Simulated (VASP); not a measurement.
**Ti3N3O: single point with PBE**

The system is Ti3N3O, a slab with vacuum.

```
N Ti O
1.0
     3.00286    0.00000    0.00000
    -1.50143    2.60055    0.00000
     0.00000    0.00000   21.55415
N Ti O
3 3 1
Cartesian
  0.0000 1.7337 4.0000
  0.0000 0.0000 6.4518
  1.5014 0.8668 8.9392
  1.5014 0.8668 5.2259
  0.0000 1.7337 7.7058
  0.6385 -0.3686 10.3781
  2.2521 0.4334 11.3044
```

```json
{
 "Program": "VASP 6.6.1",
 "Task": "single point",
 "Functional": "PBE",
 "Potentials or basis": "VASP PAW PBE potentials, release 64 (N, Ti_sv, O)",
 "Cutoff": "520 eV",
 "k mesh": "9 × 9 × 1",
 "Occupations": "gaussian, width 0.1 eV",
 "Spin": "no spin polarisation",
 "Dipole correction": "yes",
 "Further INCAR settings": "ALGO = Normal; EDIFF = 1e-06; NBANDS = 38"
}
```

```yaml
Largest_force: 5.419 eV/Å
Band_gap_on_the_k_mesh: zero (an odd number of electrons rules out a gap without spin polarisation)
```

Forces on the atoms (eV/Å):
```
N    0.057 -0.033  4.280
N    0.057 -0.033  1.440
N    0.015 -0.009 -0.132
Ti  -0.006  0.003 -5.419
Ti  -0.253  0.146 -0.205
Ti   0.039 -0.022 -0.030
O    0.091 -0.052  0.066
```

Levels at points of the mesh, in eV from the Fermi level:
```tsv
k point	band 26	band 27	band 28	band 29	band 30	band 31
(0.00, 0.00, 0.00)	-0.94	-0.26	-0.01	0.19	0.43	0.59
```

Run time: 2.4 min on 1 thread of Intel(R) Xeon(R) 6975P-C (Granite Rapids), on a shared host, peak memory 0.36 GiB.

Caveat: an odd number of electrons without spin polarisation forces a metal; a magnetic or distorted state may lie lower.
